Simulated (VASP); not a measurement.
# SiC in VASP: a series of runs

The runs below take SiC through single point, with HSE06, PBE.

Everything below comes from runs of VASP 6.6.1. Logs are shortened: lines on timing, memory, paths and dates and some standing lists are left out, and cuts for length are marked.

## 1. The cell of the first run

The structure is cubic, space group F-43m (No. 216). Conventional cell: a = 4.356 Å, b = 4.356 Å, c = 4.356 Å, α = 90.00°, β = 90.00°, γ = 90.00°. Si (site symmetry -43m) has 4 C at 1.89 Å within 2.5 Å. C (site symmetry -43m) has 4 Si at 1.89 Å within 2.5 Å.

## 2. Single point, HSE06

POSCAR reads:

```
SiC
1.0
    0.0000000000      2.1780523510      2.1780523510
    2.1780523510      0.0000000000      2.1780523510
    2.1780523510      2.1780523510      0.0000000000
Si C
1 1
Direct
    0.0000000000      0.0000000000      0.0000000000
    0.2500000000      0.2500000000      0.2500000000
```

INCAR.step1 reads:

```
SYSTEM = SiC
ALGO     = Normal         ! electronic algorithm
EDIFF    = 1E-5           ! SCF threshold, eV
ENCUT    = 520            ! plane-wave cutoff, eV
GGA      = PE             ! functional
ISIF     = 2              ! what is computed and relaxed
ISMEAR   = 0              ! smearing method
LASPH    = .TRUE.         ! aspherical terms in the spheres
LCHARG   = .FALSE.        ! write CHGCAR
LREAL    = .FALSE.        ! projectors in reciprocal space
LWAVE    = .TRUE.         ! write WAVECAR
NBANDS   = 11             ! bands
NELM     = 60             ! most SCF steps
PREC     = Accurate       ! precision mode
SIGMA    = 0.01           ! smearing width, eV
```

INCAR.step2 reads:

```
SYSTEM = SiC
ALGO     = Normal         ! electronic algorithm
EDIFF    = 1E-7           ! SCF threshold, eV
ENCUT    = 520            ! plane-wave cutoff, eV
GGA      = PE             ! functional
HFSCREEN = 0.2079         ! screening, 1/A
ISIF     = 2              ! what is computed and relaxed
ISMEAR   = 0              ! smearing method
ISTART   = 1            
LASPH    = .TRUE.         ! aspherical terms in the spheres
LCHARG   = .FALSE.        ! write CHGCAR
LHFCALC  = .TRUE.         ! exact exchange
LREAL    = .FALSE.        ! projectors in reciprocal space
LWAVE    = .FALSE.        ! write WAVECAR
NBANDS   = 11             ! bands
NELM     = 60             ! most SCF steps
PREC     = Accurate       ! precision mode
PRECFOCK = Normal       
SIGMA    = 0.01           ! smearing width, eV
```

KPOINTS reads:

```
k-points
0
G
  8 8 8
  0 0 0
```

Potentials or basis: VASP PAW PBE potentials, release 64 (Si, C).

On the command line:

```bash
$ cat potpaw_PBE.64/Si/POTCAR potpaw_PBE.64/C/POTCAR > POTCAR
$ cp INCAR.step1 INCAR
$ mpirun -np 1 vasp_std > vasp.out
$ cp INCAR.step2 INCAR
$ mpirun -np 1 vasp_std > vasp.out
```

OUTCAR:

```text
SYSTEM = SiC
   EDIFF = 1E-7
   ENCUT = 520
   GGA = PE
   HFSCREEN = 0.2079
   ISIF = 2
   ISMEAR = 0
   ISTART = 1
   LASPH = .TRUE.
   LHFCALC = .TRUE.
   LREAL = .FALSE.
   NELM = 60
   PREC = Accurate
   PRECFOCK = Normal

 ion  position               nearest neighbor table
   1  0.000  0.000  0.000-   2 1.89   2 1.89   2 1.89   2 1.89
   2  0.250  0.250  0.250-   1 1.89   1 1.89   1 1.89   1 1.89

  LATTYP: Found a face centered cubic cell.
 ALAT       =     4.3561047020

  Lattice vectors:

 A1 = (   0.0000000000,   2.1780523510,   2.1780523510)
 A2 = (   2.1780523510,   0.0000000000,   2.1780523510)
 A3 = (   2.1780523510,   2.1780523510,   0.0000000000)

Analysis of symmetry for initial positions (statically):
=====================================================================
 Subroutine PRICEL returns:
 Original cell was already a primitive cell.

 Routine SETGRP: Setting up the symmetry group for a
 face centered cubic supercell.

 Subroutine GETGRP returns: Found 24 space group operations
 (whereof 24 operations were pure point group operations)
 out of a pool of 48 trial point group operations.

The static configuration has the point symmetry T_d .

Analysis of symmetry for dynamics (positions and initial velocities):
=====================================================================
 Subroutine PRICEL returns:
 Original cell was already a primitive cell.

 Routine SETGRP: Setting up the symmetry group for a
 face centered cubic supercell.

 Subroutine GETGRP returns: Found 24 space group operations
 (whereof 24 operations were pure point group operations)
 out of a pool of 48 trial point group operations.

The dynamic configuration has the point symmetry T_d .

 Subroutine INISYM returns: Found 24 space group operations
 (whereof 24 operations are pure point group operations),
 and found     1 'primitive' translations

----------------------------------------------------------------------------------------

                                     Primitive cell

  volume of cell :      20.6650

  direct lattice vectors                    reciprocal lattice vectors
     0.000000000  2.178052351  2.178052351    -0.229562894  0.229562894  0.229562894
     2.178052351  0.000000000  2.178052351     0.229562894 -0.229562894  0.229562894
     2.178052351  2.178052351  0.000000000     0.229562894  0.229562894 -0.229562894

  length of vectors
     3.080231174  3.080231174  3.080231174     0.397614595  0.397614595  0.397614595

  position of ions in fractional coordinates (direct lattice)
     0.000000000  0.000000000  0.000000000
     0.250000000  0.250000000  0.250000000

  ion indices of the primitive-cell ions
   primitive index   ion index
                 1           1
                 2           2

----------------------------------------------------------------------------------------

 KPOINTS: k-points

Automatic generation of k-mesh.
 Grid dimensions read from file:
 generate k-points for:    8    8    8

 Generating k-lattice:

  Cartesian coordinates                     Fractional coordinates (reciprocal lattice)
    -0.028695362  0.028695362  0.028695362     0.125000000  0.000000000  0.000000000
     0.028695362 -0.028695362  0.028695362     0.000000000  0.125000000  0.000000000
     0.028695362  0.028695362 -0.028695362     0.000000000  0.000000000  0.125000000

  Length of vectors
     0.049701824  0.049701824  0.049701824

  Shift w.r.t. Gamma in fractional coordinates (k-lattice)
     0.000000000  0.000000000  0.000000000

 Subroutine IBZKPT returns following result:
 ===========================================

 Found     29 irreducible k-points:

 Following reciprocal coordinates:
            Coordinates               Weight
  0.000000  0.000000  0.000000      1.000000
  0.125000  0.000000  0.000000      8.000000
  0.250000  0.000000  0.000000      8.000000
  0.375000  0.000000  0.000000      8.000000
  0.500000  0.000000  0.000000      4.000000
  0.125000  0.125000  0.000000      6.000000
[... 16 lines left out ...]
  0.500000  0.250000  0.125000     48.000000
 -0.375000  0.250000  0.125000     24.000000
 [... further k-points ...]
   k-points           NKPTS =     29   k-points in BZ     NKDIM =    512   number of bands    NBANDS=     11
   number of dos      NEDOS =    301   number of ions     NIONS =      2
   total plane-waves  NPLWV =  13824
   dimension x,y,z NGX =    24 NGY =   24 NGZ =   24
   dimension x,y,z NGXF=    48 NGYF=   48 NGZF=   48
   ions per type =               1   1
   NGX,Y,Z   is equivalent  to a cutoff of  12.95, 12.95, 12.95 a.u.
   NGXF,Y,Z  is equivalent  to a cutoff of  25.91, 25.91, 25.91 a.u.
 SYSTEM =  SiC
   PREC   = accura    normal or accurate (medium, high low for compatibility)
   ISTART =      1    job   : 0-new  1-cont  2-samecut
   ICHARG =      0    charge: 1-file 2-atom 10-const
   ISPIN  =      1    spin polarized calculation?
   LNONCOLLINEAR =      F non collinear calculations
   LSORBIT =      F    spin-orbit coupling
   LASPH  =      T    aspherical Exc in radial PAW
   ENCUT  =  520.0 eV  38.22 Ry    6.18 a.u.   5.73  5.73  5.73*2*pi/ulx,y,z
   NELM   =     60;   NELMIN=  2; NELMDL=  0     # of ELM steps
   EDIFF  = 0.1E-06   stopping-criterion for ELM
   LREAL  =      F    real-space projection
   EDIFFG = 0.1E-05   stopping-criterion for IOM
   NSW    =      0    number of steps for IOM
   IBRION =     -1    ionic relax: 0-MD 1-quasi-New 2-CG
   NFREE  =      0    steps in history (QN), initial steepest desc. (CG)
   ISIF   =      2    stress and relaxation
   ISYM   =      3    0-nonsym 1-usesym 2-fastsym
   POTIM  = 0.5000    time-step for ionic-motion
   TEBEG  =    0.0;   TEEND  =   0.0 temperature during run
   PSTRESS=    0.0 pullay stress
   NELECT =       8.0000    total number of electrons
   NUPDOWN=      -1.0000    fix difference up-down
   EMIN   =  10.00;   EMAX   =-10.00  energy-range for DOS
   EFERMI =   0.00;   METHOD = LEGACY
   ISMEAR =     0;   SIGMA  =   0.01  broadening in eV -4-tet -1-fermi 0-gaus
   EFERMI_NEDOS =   21; number of points for ismear=-14 and -15
   IALGO  =     38    algorithm
   IMIX   =      1    mixing-type and parameters
     AMIX     =   0.40;   BMIX     =  1.00
     AMIX_MAG =   1.60;   BMIX_MAG =  1.00
  volume/ion in A,a.u.               =      10.33        69.73
  Fermi-wavevector in a.u.,A,eV,Ry     =   1.193145  2.254717 19.369182  1.423595
  Thomas-Fermi vector in A             =   2.329166
   LORBIT       =      0    0 simple, 1 ext, 2 COOP (PROOUT), +10 PAW based schemes
   GGA     = PE    functional components
   LHFCALC =     T    Hartree Fock is set to
   PRECFOCK=normal    Normal, Fast or Accurate (Low or Medium for compatibility)
   ENCUT4O =  -1.0   cutoff for four orbital integrals eV
   NKREDX  =     1    reduce k-point grid by
   NKREDY  =     1    reduce k-point grid by
   NKREDZ  =     1    reduce k-point grid by
   AEXX    =    0.2500 exact exchange contribution
   HFSCREEN=    0.2079 screening length (either q_TF or 0.3 A-1)
   HFSCREENC=   0.2079 screening length for correlation (either q_TF or 0.3 A-1)
   ENCUTFOCK=  -1.0 apply spherical cutoff to Coloumb kernel
   IVDW    =     0    specifies the selected vdW correction
   LEPSILON=     F    determine dielectric tensor
   LRPA    =     F    only Hartree local field effects (RPA)
 non-spin polarized calculation
 Gauss-broadening in eV      SIGMA  =   0.01
  energy-cutoff  :      520.00
  volume of cell :       20.66
 maximum number of plane-waves:       568
  NGX = 18; NGY = 18; NGZ = 18

 number of electron       8.0000001 magnetization

 Free energy of the ion-electron system (eV)
  ---------------------------------------------------
  ext. energy  EPLUGINS =         0.00000000
  ---------------------------------------------------
  free energy    TOTEN  =       -17.42347615 eV

  energy without entropy =      -17.42347615  energy(sigma->0) =      -17.42347615

 E-fermi :   7.5696     XC(G=0):  -9.3614

 val. band max:        7.5058491769   @ k =   0.0000   0.0000   0.0000
 cond. band min:       9.7362990280   @ k =   0.5000   0.5000   0.0000
 fundamental gap:      2.2304498511
 Fermi energy:         7.5695636198

 k-point     1 :       0.0000    0.0000    0.0000
  band No.  band energies     occupation
      1      -9.4908      2.00000
      2       7.5058      2.00000
      3       7.5058      2.00000
      4       7.5058      2.00000
      5      15.0548      0.00000
      6      16.1015      0.00000
      7      16.1015      0.00000
      8      16.1015      0.00000
      9      23.5946      0.00000
     10      23.5946      0.00000
     11      25.5022      0.00000

 k-point     2 :       0.1250    0.0000    0.0000
  band No.  band energies     occupation
      1      -9.1595      2.00000
      2       5.8968      2.00000
      3       7.2878      2.00000
      4       7.2878      2.00000
      5      15.2607      0.00000
      6      16.4874      0.00000
      7      16.4874      0.00000
      8      16.7222      0.00000
      9      22.2790      0.00000
     10      22.2790      0.00000
     11      25.0489      0.00000

 k-point     3 :       0.2500    0.0000    0.0000
  band No.  band energies     occupation
      1      -8.1909      2.00000
      2       2.8020      2.00000
      3       6.8436      2.00000
      4       6.8436      2.00000
      5      14.7336      0.00000
      6      16.7502      0.00000
      7      16.7502      0.00000
      8      18.3948      0.00000
      9      22.1228      0.00000
     10      22.1228      0.00000
     11      24.1103      0.00000

 k-point     4 :       0.3750    0.0000    0.0000
  band No.  band energies     occupation
      1      -6.7228      2.00000
      2      -0.2163      2.00000
      3       6.4807      2.00000
      4       6.4807      2.00000
      5      14.2999      0.00000
      6      16.2673      0.00000
      7      16.2673      0.00000
      8      19.0653      0.00000
      9      24.2858      0.00000
     10      24.2858      0.00000
     11      24.6400      0.00000

 k-point     5 :       0.5000    0.0000    0.0000
  band No.  band energies     occupation
      1      -5.6366      2.00000
      2      -1.8517      2.00000
      3       6.3480      2.00000
      4       6.3480      2.00000
      5      14.1519      0.00000
      6      15.9887      0.00000
      7      15.9887      0.00000
      8      19.0657      0.00000
      9      25.4131      0.00000
     10      26.6004      0.00000
     11      26.6004      0.00000
[... 211 lines left out ...]
 k-point    21 :       0.5000    0.5000    0.0000
  band No.  band energies     occupation
      1      -4.0738      2.00000
      2      -1.0374      2.00000
      3       4.0061      2.00000
      4       4.0061      2.00000
      5       9.7363      0.00000
      6      12.8809      0.00000
      7      23.4559      0.00000
      8      23.4559      0.00000
      9      24.2660      0.00000
     10      29.5735      0.00000
     11      31.6236      0.00000

 k-point    22 :       0.3750    0.2500    0.1250
  band No.  band energies     occupation
      1      -7.3487      2.00000
      2       2.5774      2.00000
      3       4.3986      2.00000
      4       6.1208      2.00000
      5      14.0261      0.00000
      6      16.4519      0.00000
      7      17.3404      0.00000
      8      19.1107      0.00000
      9      21.3515      0.00000
     10      25.2221      0.00000
     11      28.6365      0.00000

 k-point    23 :       0.5000    0.2500    0.1250
  band No.  band energies     occupation
      1      -5.9403      2.00000
      2       0.3538      2.00000
      3       3.5854      2.00000
      4       5.4195      2.00000
      5      13.9565      0.00000
      6      16.4014      0.00000
      7      18.1625      0.00000
      8      19.4994      0.00000
      9      22.6104      0.00000
     10      25.7709      0.00000
     11      28.5486      0.00000

 k-point    24 :      -0.3750    0.2500    0.1250
  band No.  band energies     occupation
      1      -4.9340      2.00000
      2      -1.0662      2.00000
      3       3.4593      2.00000
      4       5.0541      2.00000
      5      13.8912      0.00000
      6      16.0641      0.00000
      7      19.1990      0.00000
      8      20.1333      0.00000
      9      22.5899      0.00000
     10      25.4781      0.00000
     11      28.5347      0.00000

 [... further k-points ...]
[... 5 lines left out ...]
  --------------------------------------------------------------------------------------
  -------------------------------------------------------------------------------------
  Total       -0.1940700     -0.1940700     -0.1940700      0.0000000      0.0000000     -0.0000000
  in kB      -15.0464467    -15.0464467    -15.0464467      0.0000000      0.0000000     -0.0000000
  external PRESSURE =     -15.0464467 kB  Pullay stress =       0.0000000 kB

 VOLUME and BASIS-vectors are now :
 -----------------------------------------------------------------------------
  energy-cutoff  :      520.00
  volume of cell :       20.66
      direct lattice vectors                 reciprocal lattice vectors
     0.000000000  2.178052351  2.178052351    -0.229562894  0.229562894  0.229562894
     2.178052351  0.000000000  2.178052351     0.229562894 -0.229562894  0.229562894
     2.178052351  2.178052351  0.000000000     0.229562894  0.229562894 -0.229562894

 POSITION                                       TOTAL-FORCE (eV/Angst)
 -----------------------------------------------------------------------------------
      0.00000      0.00000      0.00000        -0.000000     -0.000000     -0.000000
      1.08903      1.08903      1.08903         0.000000      0.000000      0.000000
 -----------------------------------------------------------------------------------
    total drift:                                0.000000      0.000000      0.000000

  FREE ENERGIE OF THE ION-ELECTRON SYSTEM (eV)
  ---------------------------------------------------
  free  energy   TOTEN  =       -17.4234761538 eV

  energy  without entropy=      -17.4234761538  energy(sigma->0) =      -17.42347615
```

Run time: 61 min. Hardware: 1 thread of AMD EPYC 7R13, shared host; peak memory 0.22 GiB.

Results:

```yaml
Free_energy: -17.4235 eV
Pressure: -1.5 GPa
Band_gap_on_the_k_mesh: 2.23 eV (least direct gap 5.73 eV)
```

Caveat: the PAW data sets were made with another functional, which shifts forces and pressure a little.

## 3. Single point, PBE (epitaxial 111 strain -1.0%)

INCAR reads:

```
SYSTEM = SiC
PREC = Accurate
ENCUT = 520
EDIFF = 1E-6
ISMEAR = -1
SIGMA = 0.02
LREAL = .FALSE.
LASPH = .TRUE.
NELM = 100
ALGO = Normal
ISIF = 2
LWAVE = .FALSE.
LCHARG = .FALSE.
GGA = PE
NBANDS = 11
```

KPOINTS reads:

```
regular mesh
0
G
  10 10 10
  0 0 0
```

POSCAR reads:

```
SiC
1.0
    0.0174216866      2.1736935141      2.1736935141
    2.1736935141      0.0174216866      2.1736935141
    2.1736935141      2.1736935141      0.0174216866
Si C
1 1
Direct
    0.0003774063      0.0003774063      0.0003774063
    0.2496225937      0.2496225937      0.2496225937
```

Potentials or basis: VASP PAW PBE potentials, release 64 (Si, C).

On the command line:

```bash
$ cat potpaw_PBE.64/Si/POTCAR potpaw_PBE.64/C/POTCAR > POTCAR
$ mpirun -np 1 vasp_std > vasp.out
```

It took 9.4 s on 1 thread of Intel Xeon Platinum 8488C (Sapphire Rapids), shared host; peak memory 0.14 GiB.

Results (log left out):

- Free energy: -15.0410 eV
- Pressure: 7.8 GPa
- Largest force: 0.013 eV/Å
- Band gap on the k mesh: 1.29 eV (least direct gap 4.48 eV)

Forces in eV/Å, atoms in the order of the input:
```
Si   0.007  0.007  0.007
C   -0.007 -0.007 -0.007
```

Stress tensor (GPa, compression positive):
```
 7.76 -2.08 -2.08
-2.08  7.76 -2.08
-2.08 -2.08  7.76
```

Levels at points of the mesh, in eV from the valence-band top:
```csv
k point,band 1,band 2,band 3,band 4,band 5,band 6,band 7,band 8,band 9
"(0.00, 0.00, 0.00)",-15.60,-0.12,0.00,0.00,6.36,7.29,7.49,7.49,14.58
"(0.50, 0.00, 0.00)",-11.93,-8.67,-1.15,-1.09,5.51,7.17,7.29,10.10,16.39
"(0.50, 0.50, 0.00)",-10.49,-7.90,-3.33,-3.19,1.29,4.35,14.21,14.21,15.03
"(0.50, 0.50, 0.50)",-12.05,-8.72,-1.02,-1.02,5.74,7.38,7.38,10.17,16.36
```

Caveat: the cell differs from its parent crystal (epitaxial 111 strain -1.0%); the cell stands under pressure.

[end of part 1 of 2]
